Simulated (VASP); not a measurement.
# Sb (P6_3/mmc) in VASP: a series of runs, part 2 of 2

VASP 6.6.1.

### Step 3. Single point, PBEsol

Contents of INCAR:

```
PREC = Accurate ; ENCUT = 520
EDIFF = 1E-6 ; ISMEAR = -1
SIGMA = 0.05 ; LREAL = False
LASPH = True ; NELM = 80
ALGO = Normal ; ISIF = 2
LWAVE = False ; LCHARG = False
GGA = PS ; NBANDS = 12
```

Contents of KPOINTS:

```
Automatic mesh
0
Gamma
  7 7 4
```

Contents of POSCAR:

```
Sb
1.0
    3.3545324186      0.0000000000      0.0000000000
   -1.6772662093      2.9051102923      0.0000000000
    0.0000000000      0.0000000000      5.4701606500
Sb
2
Direct
    0.6666666667      0.3333333333      0.7500000000
    0.3333333333      0.6666666667      0.2500000000
```

Potentials or basis: VASP PAW PBE potentials, release 64 (Sb).

On the command line:

```console
$ cat potpaw_PBE.64/Sb/POTCAR > POTCAR
$ mpirun -np 1 vasp_std > vasp.out
```

OUTCAR:

```text
PREC = Accurate
   ENCUT = 520
   EDIFF = 1E-6
   ISMEAR = -1
   LREAL = False
   LASPH = True
   NELM = 80
   ISIF = 2
   GGA = PS

 ion  position               nearest neighbor table
   1  0.667  0.333  0.750-   2 3.35   2 3.35   2 3.35   2 3.35   2 3.35   2 3.35
   2  0.333  0.667  0.250-   1 3.35   1 3.35   1 3.35   1 3.35   1 3.35   1 3.35

  LATTYP: Found a hexagonal cell.
 ALAT       =     3.3545324186
 C/A-ratio  =     1.6306775334

  Lattice vectors:

 A1 = (   3.3545324186,   0.0000000000,   0.0000000000)
 A2 = (  -1.6772662093,   2.9051102923,   0.0000000000)
 A3 = (   0.0000000000,   0.0000000000,   5.4701606500)

Analysis of symmetry for initial positions (statically):
=====================================================================
 Subroutine PRICEL returns:
 Original cell was already a primitive cell.

 Routine SETGRP: Setting up the symmetry group for a
 hexagonal supercell.

 Subroutine GETGRP returns: Found 24 space group operations
 (whereof 12 operations were pure point group operations)
[... 174 lines left out ...]
      1      -4.5085      2.00000
      2      -0.6761      2.00000
      3       2.6120      2.00000
      4      12.1135      0.00000
      5      12.1135      0.00000
      6      13.7606      0.00000
      7      13.7606      0.00000
      8      14.0008      0.00000
      9      16.2357      0.00000
     10      17.4704      0.00000
     11      18.4998      0.00000
     12      18.4998      0.00000
[... 331 lines left out ...]
 k-point    24 :       0.2857    0.2857    0.5000
  band No.  band energies     occupation
      1       0.3172      2.00000
      2       0.3172      2.00000
      3       4.2269      2.00000
      4       4.2269      2.00000
      5       5.8660      2.00000
      6       5.8660      2.00000
      7      11.3133      0.00000
      8      11.3133      0.00000
      9      15.8846      0.00000
     10      15.8846      0.00000
     11      17.0330      0.00000
     12      17.0330      0.00000

------------------------ aborting loop because EDIFF is reached ----------------------------------------

  FORCE on cell =-STRESS in cart. coord.  units (eV):
  Direction    XX          YY          ZZ          XY          YZ          ZX
  --------------------------------------------------------------------------------------
  -------------------------------------------------------------------------------------
  Total       -0.2991620     -0.2991620     -0.7019281      0.0000000     -0.0000000     -0.0000000
  in kB       -8.9912955     -8.9912955    -21.0964093      0.0000000     -0.0000000     -0.0000000
  external PRESSURE =     -13.0263334 kB  Pullay stress =       0.0000000 kB

 VOLUME and BASIS-vectors are now :
 -----------------------------------------------------------------------------
  energy-cutoff  :      520.00
  volume of cell :       53.31
      direct lattice vectors                 reciprocal lattice vectors
     3.354532419  0.000000000  0.000000000     0.298104139  0.172110505  0.000000000
    -1.677266209  2.905110292  0.000000000     0.000000000  0.344221010  0.000000000
     0.000000000  0.000000000  5.470160650     0.000000000  0.000000000  0.182809987

 POSITION                                       TOTAL-FORCE (eV/Angst)
 -----------------------------------------------------------------------------------
      1.67727      0.96837      4.10262         0.000000     -0.000000      0.000000
     -0.00000      1.93674      1.36754         0.000000      0.000000      0.000000
 -----------------------------------------------------------------------------------
    total drift:                                0.000000     -0.000000      0.000000

  FREE ENERGIE OF THE ION-ELECTRON SYSTEM (eV)
  ---------------------------------------------------
  free  energy   TOTEN  =        -8.6736323159 eV

  energy  without entropy=       -8.6608225554  energy(sigma->0) =       -8.66722744
```

stdout:

```text
POSCAR found type information on POSCAR Sb
 POSCAR found :  1 types and       2 ions
 scaLAPACK will be used
 -----------------------------------------------------------------------------
|                                                                             |
|                                                                             |
|     You enforced a specific xc type in the INCAR file but a different       |
|     I HOPE YOU KNOW WHAT YOU ARE DOING!                                     |
|                                                                             |
 -----------------------------------------------------------------------------

 LDA part: xc-table for (Slater+PW92), standard interpolation
 POSCAR, INCAR and KPOINTS ok, starting setup
 FFT: planning ... GRIDC
 FFT: planning ... GRID_SOFT
 FFT: planning ... GRID
 WAVECAR not read
 entering main loop
```

Run time: 6.8 s. Hardware: 1 thread of Intel Xeon Platinum 8488C (Sapphire Rapids), shared host; peak memory 0.17 GiB.

What came out:

| Item | Value |
| --- | --- |
| Free energy | -8.6736 eV |
| Pressure | -1.3 GPa |
| Band gap on the k mesh | zero (band 5 reaches 12.93 eV, above the bottom of band 6 at 5.87 eV) |

Caveat: the PAW data sets were made with another functional, which shifts forces and pressure a little; spin-orbit coupling is left out, which moves the levels of the heavy elements.
